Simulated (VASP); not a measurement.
# LiCl (F-43m) in VASP: further runs

LiCl is run at these levels: PBEsol; tasks: single point, relaxation of cell and atoms.

Program: VASP 6.6.1. These are calculated values, not measurements. Logs are shortened: lines on timing, memory, paths and dates and some standing lists are left out, and cuts for length are marked.

## Step 1: The cell of the first run

The structure is cubic, space group F-43m (No. 216). The conventional cell has a = 5.439 Å, b = 5.439 Å, c = 5.439 Å, α = 90.00°, β = 90.00°, γ = 90.00°. Within 3.1 Å of Li (site symmetry -43m) lie 4 Cl at 2.36 Å. Cl (site symmetry -43m) has 4 Li at 2.36 Å within 3.1 Å.

## Step 2: Single point, PBEsol

Input file INCAR:

```
ALGO = Normal
EDIFF = 1E-6
ENCUT = 520
GGA = PS
ISIF = 2
ISMEAR = -1
LASPH = True
LCHARG = True
LELF = True
LREAL = False
LVHAR = True
LWAVE = False
NBANDS = 12
NELM = 60
PREC = Accurate
SIGMA = 0.03
```

Input file KPOINTS:

```
k-points
0
Gamma
  8 8 8
```

Input file POSCAR:

```
LiCl
1.0
    0.0000000000      2.7197063535      2.7197063535
    2.7197063535      0.0000000000      2.7197063535
    2.7197063535      2.7197063535      0.0000000000
Li Cl
1 1
Direct
    0.0000000000      0.0000000000      0.0000000000
    0.2500000000      0.2500000000      0.2500000000
```

Potentials or basis: VASP PAW PBE potentials, release 64 (Li_sv, Cl).

The run is started by

```console
cat potpaw_PBE.64/Li_sv/POTCAR potpaw_PBE.64/Cl/POTCAR > POTCAR
mpirun -np 1 vasp_std > vasp.out
```

OUTCAR:

```text
EDIFF = 1E-6
   ENCUT = 520
   GGA = PS
   ISIF = 2
   ISMEAR = -1
   LASPH = True
   LREAL = False
   NELM = 60
   PREC = Accurate

 ion  position               nearest neighbor table
   1  0.000  0.000  0.000-   2 2.36   2 2.36   2 2.36   2 2.36
   2  0.250  0.250  0.250-   1 2.36   1 2.36   1 2.36   1 2.36

  LATTYP: Found a face centered cubic cell.
 ALAT       =     5.4394127070

  Lattice vectors:

 A1 = (   0.0000000000,   2.7197063535,   2.7197063535)
 A2 = (   2.7197063535,   0.0000000000,   2.7197063535)
 A3 = (   2.7197063535,   2.7197063535,   0.0000000000)

Analysis of symmetry for initial positions (statically):
=====================================================================
 Subroutine PRICEL returns:
 Original cell was already a primitive cell.

 Routine SETGRP: Setting up the symmetry group for a
 face centered cubic supercell.

 Subroutine GETGRP returns: Found 24 space group operations
 (whereof 24 operations were pure point group operations)
 out of a pool of 48 trial point group operations.

The static configuration has the point symmetry T_d .

Analysis of symmetry for dynamics (positions and initial velocities):
=====================================================================
 Subroutine PRICEL returns:
 Original cell was already a primitive cell.

 Routine SETGRP: Setting up the symmetry group for a
 face centered cubic supercell.

 Subroutine GETGRP returns: Found 24 space group operations
 (whereof 24 operations were pure point group operations)
 out of a pool of 48 trial point group operations.

The dynamic configuration has the point symmetry T_d .

 Subroutine INISYM returns: Found 24 space group operations
 (whereof 24 operations are pure point group operations),
 and found     1 'primitive' translations

----------------------------------------------------------------------------------------

                                     Primitive cell

  volume of cell :      40.2343

  direct lattice vectors                    reciprocal lattice vectors
     0.000000000  2.719706353  2.719706353    -0.183843377  0.183843377  0.183843377
     2.719706353  0.000000000  2.719706353     0.183843377 -0.183843377  0.183843377
     2.719706353  2.719706353  0.000000000     0.183843377  0.183843377 -0.183843377

  length of vectors
     3.846245611  3.846245611  3.846245611     0.318426069  0.318426069  0.318426069

  position of ions in fractional coordinates (direct lattice)
     0.000000000  0.000000000  0.000000000
     0.250000000  0.250000000  0.250000000

  ion indices of the primitive-cell ions
   primitive index   ion index
                 1           1
                 2           2

----------------------------------------------------------------------------------------

 KPOINTS: k-points

Automatic generation of k-mesh.
 Grid dimensions read from file:
 generate k-points for:    8    8    8

 Generating k-lattice:

  Cartesian coordinates                     Fractional coordinates (reciprocal lattice)
    -0.022980422  0.022980422  0.022980422     0.125000000  0.000000000  0.000000000
     0.022980422 -0.022980422  0.022980422     0.000000000  0.125000000  0.000000000
     0.022980422  0.022980422 -0.022980422     0.000000000  0.000000000  0.125000000

  Length of vectors
     0.039803259  0.039803259  0.039803259

  Shift w.r.t. Gamma in fractional coordinates (k-lattice)
     0.000000000  0.000000000  0.000000000

 Subroutine IBZKPT returns following result:
 ===========================================

 Found     29 irreducible k-points:

 Following reciprocal coordinates:
            Coordinates               Weight
  0.000000  0.000000  0.000000      1.000000
  0.125000  0.000000  0.000000      8.000000
  0.250000  0.000000  0.000000      8.000000
  0.375000  0.000000  0.000000      8.000000
  0.500000  0.000000  0.000000      4.000000
  0.125000  0.125000  0.000000      6.000000
[... 16 lines left out ...]
  0.500000  0.250000  0.125000     48.000000
 -0.375000  0.250000  0.125000     24.000000
 [... further k-points ...]
   k-points           NKPTS =     29   k-points in BZ     NKDIM =     29   number of bands    NBANDS=     12
   number of dos      NEDOS =    301   number of ions     NIONS =      2
   total plane-waves  NPLWV =  27000
   dimension x,y,z NGX =    30 NGY =   30 NGZ =   30
   dimension x,y,z NGXF=    60 NGYF=   60 NGZF=   60
   ions per type =               1   1
   NGX,Y,Z   is equivalent  to a cutoff of  12.97, 12.97, 12.97 a.u.
   NGXF,Y,Z  is equivalent  to a cutoff of  25.93, 25.93, 25.93 a.u.
 SYSTEM =  unknown system
   PREC   = accura    normal or accurate (medium, high low for compatibility)
   ISTART =      0    job   : 0-new  1-cont  2-samecut
   ICHARG =      2    charge: 1-file 2-atom 10-const
   ISPIN  =      1    spin polarized calculation?
   LNONCOLLINEAR =      F non collinear calculations
   LSORBIT =      F    spin-orbit coupling
   LASPH  =      T    aspherical Exc in radial PAW
   ENCUT  =  520.0 eV  38.22 Ry    6.18 a.u.   7.15  7.15  7.15*2*pi/ulx,y,z
   NELM   =     60;   NELMIN=  2; NELMDL= -5     # of ELM steps
   EDIFF  = 0.1E-05   stopping-criterion for ELM
   LREAL  =      F    real-space projection
   EDIFFG = 0.1E-04   stopping-criterion for IOM
   NSW    =      0    number of steps for IOM
   IBRION =     -1    ionic relax: 0-MD 1-quasi-New 2-CG
   NFREE  =      0    steps in history (QN), initial steepest desc. (CG)
   ISIF   =      2    stress and relaxation
   ISYM   =      2    0-nonsym 1-usesym 2-fastsym
   POTIM  = 0.5000    time-step for ionic-motion
   TEBEG  =    0.0;   TEEND  =   0.0 temperature during run
   PSTRESS=    0.0 pullay stress
   NELECT =      10.0000    total number of electrons
   NUPDOWN=      -1.0000    fix difference up-down
   EMIN   =  10.00;   EMAX   =-10.00  energy-range for DOS
   EFERMI =   0.00;   METHOD = LEGACY
   ISMEAR =    -1;   SIGMA  =   0.03  broadening in eV -4-tet -1-fermi 0-gaus
   EFERMI_NEDOS =   21; number of points for ismear=-14 and -15
   IALGO  =     38    algorithm
   IMIX   =      4    mixing-type and parameters
     AMIX     =   0.40;   BMIX     =  1.00
     AMIX_MAG =   1.60;   BMIX_MAG =  1.00
  volume/ion in A,a.u.               =      20.12       135.76
  Fermi-wavevector in a.u.,A,eV,Ry     =   1.029302  1.945099 14.414864  1.059463
  Thomas-Fermi vector in A             =   2.163343
   LORBIT       =      0    0 simple, 1 ext, 2 COOP (PROOUT), +10 PAW based schemes
   GGA     = PS    functional components
   LHFCALC =     F    Hartree Fock is set to
   AEXX    =    0.0000 exact exchange contribution
   IVDW    =     0    specifies the selected vdW correction
   LEPSILON=     F    determine dielectric tensor
   LRPA    =     F    only Hartree local field effects (RPA)
 non-spin polarized calculation
  energy-cutoff  :      520.00
  volume of cell :       40.23
 maximum number of plane-waves:      1106
 NGX is ok and might be reduce to    30
   NGX = 15   NGY = 15   NGZ = 15

 number of electron      10.0000000 magnetization

 number of electron       9.9999998 magnetization

 Free energy of the ion-electron system (eV)
  ---------------------------------------------------
  ext. energy  EPLUGINS =         0.00000000
  ---------------------------------------------------
  free energy    TOTEN  =        -7.59767201 eV

  energy without entropy =       -7.59767201  energy(sigma->0) =       -7.59767201

 E-fermi :  -0.4722     XC(G=0):  -7.9715

 val. band max:       -1.0959402405   @ k =   0.0000   0.0000   0.0000
 cond. band min:       4.7936717663   @ k =   0.0000   0.0000   0.0000
 fundamental gap:      5.8896120068
 Fermi energy:        -0.4722067805

 k-point     1 :       0.0000    0.0000    0.0000
  band No.  band energies     occupation
      1     -43.2373      2.00000
      2     -13.8477      2.00000
      3      -1.0959      2.00000
      4      -1.0959      2.00000
      5      -1.0959      2.00000
      6       4.7937      0.00000
      7       9.0035      0.00000
      8       9.0035      0.00000
      9       9.0036      0.00000
     10      13.4353      0.00000
     11      13.4353      0.00000
     12      16.5149      0.00000

 k-point     2 :       0.1250    0.0000    0.0000
  band No.  band energies     occupation
      1     -43.2371      2.00000
      2     -13.8046      2.00000
      3      -1.4890      2.00000
      4      -1.1441      2.00000
      5      -1.1441      2.00000
      6       5.2131      0.00000
      7       9.1149      0.00000
      8       9.1803      0.00000
      9       9.1803      0.00000
     10      12.8956      0.00000
     11      12.8956      0.00000
     12      15.4656      0.00000

 k-point     3 :       0.2500    0.0000    0.0000
  band No.  band energies     occupation
      1     -43.2365      2.00000
      2     -13.6968      2.00000
      3      -2.2900      2.00000
      4      -1.2549      2.00000
      5      -1.2549      2.00000
      6       6.0928      0.00000
      7       9.3183      0.00000
      8       9.3937      0.00000
      9       9.3937      0.00000
     10      12.7063      0.00000
     11      12.7063      0.00000
     12      14.9297      0.00000
[... 286 lines left out ...]
 k-point    23 :       0.5000    0.2500    0.1250
  band No.  band energies     occupation
      1     -43.2354      2.00000
      2     -13.5235      2.00000
      3      -2.8046      2.00000
      4      -1.8975      2.00000
      5      -1.5488      2.00000
      6       7.1759      0.00000
      7       8.4034      0.00000
      8       9.9987      0.00000
      9      10.3936      0.00000
     10      12.3638      0.00000
     11      14.9958      0.00000
     12      15.7995      0.00000

 k-point    24 :      -0.3750    0.2500    0.1250
  band No.  band energies     occupation
      1     -43.2352      2.00000
      2     -13.4840      2.00000
      3      -2.9718      2.00000
      4      -1.9373      2.00000
      5      -1.6328      2.00000
      6       7.5776      0.00000
      7       8.0608      0.00000
      8      10.3045      0.00000
      9      10.5577      0.00000
     10      12.6601      0.00000
     11      14.7466      0.00000
     12      15.6596      0.00000

 [... further k-points ...]

------------------------ aborting loop because EDIFF is reached ----------------------------------------

  FORCE on cell =-STRESS in cart. coord.  units (eV):
  Direction    XX          YY          ZZ          XY          YZ          ZX
  --------------------------------------------------------------------------------------
  -------------------------------------------------------------------------------------
  Total       -0.0016886     -0.0016886     -0.0016886      0.0000000     -0.0000000      0.0000000
  in kB       -0.0672411     -0.0672411     -0.0672411      0.0000000     -0.0000000      0.0000000
  external PRESSURE =      -0.0672411 kB  Pullay stress =       0.0000000 kB

 VOLUME and BASIS-vectors are now :
 -----------------------------------------------------------------------------
  energy-cutoff  :      520.00
  volume of cell :       40.23
      direct lattice vectors                 reciprocal lattice vectors
     0.000000000  2.719706353  2.719706353    -0.183843377  0.183843377  0.183843377
     2.719706353  0.000000000  2.719706353     0.183843377 -0.183843377  0.183843377
     2.719706353  2.719706353  0.000000000     0.183843377  0.183843377 -0.183843377

 POSITION                                       TOTAL-FORCE (eV/Angst)
 -----------------------------------------------------------------------------------
      0.00000      0.00000      0.00000         0.000000     -0.000000     -0.000000
      1.35985      1.35985      1.35985        -0.000000      0.000000      0.000000
 -----------------------------------------------------------------------------------
    total drift:                                0.000000      0.000000      0.000000

  FREE ENERGIE OF THE ION-ELECTRON SYSTEM (eV)
  ---------------------------------------------------
  free  energy   TOTEN  =        -7.5976720115 eV

  energy  without entropy=       -7.5976720115  energy(sigma->0) =       -7.59767201
```

It took 17 s on 1 thread of Intel Xeon 6975P-C, shared host; peak memory 0.16 GiB.

Results:

```yaml
Free_energy: -7.5977 eV
Band_gap_on_the_k_mesh: 5.89 eV, direct
```

Caveat: the cutoff is under 1.25 times the usual one of these potentials, so pressure, stress and relaxed cells hold a basis-set (Pulay) error; the PAW data sets were made with another functional, which shifts forces and pressure a little.

[end of part 1 of 2]
